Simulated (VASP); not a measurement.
In: single point with r2SCAN+D3(BJ)

The system is In.

```
In
1.0
    -1.88253    1.88253    1.88253
     1.88253   -1.88253    1.88253
     1.88253    1.88253   -1.88253
In
1
Direct
  0.00000 0.00000 0.00000
```

This isn't the form of In at room conditions, which is tetragonal.

```
Program                : VASP 6.6.1
Task                   : single point
Functional             : r2SCAN
Dispersion             : D3(BJ)
Potentials or basis    : VASP PAW PBE potentials, release 64 (In_d)
Cutoff                 : 550 eV
k mesh                 : 10 × 10 × 10, shifted
Occupations            : gaussian, width 0.01 eV
Spin                   : no spin polarisation
Dipole correction      : no
Further INCAR settings : ALGO = Normal; EDIFF = 1e-06; NBANDS = 12
```

```yaml
Pressure: -0.4 GPa
Band_gap_on_the_k_mesh: zero (an odd number of electrons rules out a gap without spin polarisation)
Dispersion_energy_per_atom: -0.158 eV
```

Levels at points of the mesh, in eV from the Fermi level:
```
           k point  band 4  band 5  band 6  band 7  band 8  band 9
(0.05, 0.05, 0.05)  -15.03  -15.03   -9.57    8.75    9.81    9.81
```

Run time: 64 s on 1 thread of Intel Xeon 8259CL, on a shared host, peak memory 0.18 GiB.

Caveat: the PAW data sets were made with another functional, which shifts forces and pressure a little; spin-orbit coupling is left out, which moves the levels of the heavy elements.
